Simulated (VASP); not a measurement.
Here is a VASP 6.6.1 calculation.

Contents of INCAR:

```
SYSTEM = C35N
  PREC = Accurate
  ENCUT = 520
  EDIFF = 1E-8
  ISMEAR = -1
  SIGMA = 0.01
  LREAL = Auto
  LASPH = .TRUE.
  NELM = 80
  ALGO = Normal
  ISIF = 2
  LWAVE = .FALSE.
  LCHARG = .FALSE.
  GGA = PE
  LEFG = .TRUE.
  NELECT = 144.0
  NBANDS = 96
```

The input KPOINTS:

```
regular mesh
0
G
  3 3 3
  0 0 0
```

The input POSCAR:

```
C35N
1.0
    7.4100000000      0.0000000000      0.0000000000
   -3.7050000000      6.4172482419      0.0000000000
    0.0000000000      0.0000000000      6.7900000000
C N
35 1
Direct
    0.0000000000      0.0000000000      0.0000000000
    0.0000000000      0.3333333333      0.0000000000
    0.0000000000      0.6666666667      0.0000000000
    0.3333333333      0.0000000000      0.0000000000
    0.3333333333      0.3333333333      0.0000000000
    0.3333333333      0.6666666667      0.0000000000
    0.6666666667      0.0000000000      0.0000000000
    0.6666666667      0.3333333333      0.0000000000
    0.6666666667      0.6666666667      0.0000000000
    0.0000000000      0.0000000000      0.5000000000
    0.0000000000      0.3333333333      0.5000000000
    0.0000000000      0.6666666667      0.5000000000
    0.3333333333      0.0000000000      0.5000000000
    0.3333333333      0.3333333333      0.5000000000
    0.3333333333      0.6666666667      0.5000000000
    0.6666666667      0.0000000000      0.5000000000
    0.6666666667      0.3333333333      0.5000000000
    0.6666666667      0.6666666667      0.5000000000
    0.1111111111      0.5555555556      0.0050000000
    0.1111111111      0.8888888889      0.0050000000
    0.4444444444      0.2222222222      0.0050000000
    0.4444444444      0.5555555556      0.0050000000
    0.4444444444      0.8888888889      0.0050000000
    0.7777777778      0.2222222222      0.0050000000
    0.7777777778      0.5555555556      0.0050000000
    0.7777777778      0.8888888889      0.0050000000
    0.2222222222      0.1111111111      0.5050000000
    0.2222222222      0.4444444444      0.5050000000
    0.2222222222      0.7777777778      0.5050000000
    0.5555555556      0.1111111111      0.5050000000
    0.5555555556      0.4444444444      0.5050000000
    0.5555555556      0.7777777778      0.5050000000
    0.8888888889      0.1111111111      0.5050000000
    0.8888888889      0.4444444444      0.5050000000
    0.8888888889      0.7777777778      0.5050000000
    0.1111111111      0.2222222222      0.0050000000
```

Potentials or basis: VASP PAW PBE potentials, release 64 (C, N).

Command:

```sh
$ cat potpaw_PBE.64/C/POTCAR potpaw_PBE.64/N/POTCAR > POTCAR
$ mpirun -np 1 vasp_std > vasp.out
```

(1) What does it give for the largest force?

## Answers

(1) 0.723 eV/Å.

Caveat: the cell carries a net charge on a neutralising background, which shifts energy and pressure; without QUAD_EFG the Cq values of the log hold for a quadrupole moment of 1 mb, not for the nuclei.
